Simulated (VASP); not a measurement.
Input of a VASP 6.6.1 run:

Contents of INCAR:

```
SYSTEM = Rh
  AGGAC = 1.0
  AGGAX = 1.0
  ALDAC = 0.0
  ALDAX = 1.0
  ALGO = Normal
  EDIFF = 1E-6
  ENCUT = 520
  GGA = B5
  ISIF = 2
  ISMEAR = -1
  LASPH = .True.
  LCHARG = .False.
  LREAL = .False.
  LWAVE = .False.
  NBANDS = 14
  NELM = 100
  PREC = Accurate
  SIGMA = 0.1
```

Contents of KPOINTS:

```
k-points
0
Gamma
  23 23 23
  0 0 0
```

POSCAR

```
Rh
1.0
    0.0000000000      1.8973736141      1.8973736141
    1.8973736141      0.0000000000      1.8973736141
    1.8973736141      1.8973736141      0.0000000000
Rh
1
Direct
    0.0000000000      0.0000000000      0.0000000000
```

Potentials or basis: VASP PAW PBE potentials, release 64 (Rh_pv).

The run is started by

```console
$ cat potpaw_PBE.64/Rh_pv/POTCAR > POTCAR
$ mpirun -np 1 vasp_std > vasp.out
```

Problem. What does it give for the pressure?

Solution. 22.7 GPa.

Caveat: the PAW data sets were made with another functional, which shifts forces and pressure a little.
